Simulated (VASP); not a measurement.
## Pd: single point with LDA

Pd:

```xyz
1
Lattice="0.0000 1.9405 1.9405 1.9405 0.0000 1.9405 1.9405 1.9405 0.0000" Properties=species:S:1:pos:R:3 pbc="T T T"
Pd    0.0000    0.0000    0.0000
```

| Item | Value |
| --- | --- |
| Program | VASP 6.6.1 |
| Task | single point |
| Functional | LDA |
| Potentials or basis | VASP PAW LDA potentials, release 64 (Pd) |
| Cutoff | 500 eV |
| k mesh | 11 × 11 × 11 |
| Occupations | fermi-dirac, width 0.1 eV |
| Spin | no spin polarisation |

The pressure is -5.7 GPa. The band gap on the k mesh is zero (band 5 reaches 9.99 eV, above the bottom of band 6 at 8.46 eV).

Levels at points of the mesh, in eV from the Fermi level:
```csv
k point,band 2,band 3,band 4,band 5,band 6,band 7,band 8,band 9
"(0.00, 0.00, 0.00)",-2.95,-2.95,-2.95,-1.28,-1.28,17.10,21.87,21.87
```

It took 8.4 s on 1 thread of Intel(R) Xeon(R) Platinum 8375C CPU @ 2.90GHz (Ice Lake), on a shared host, peak memory 0.12 GiB.
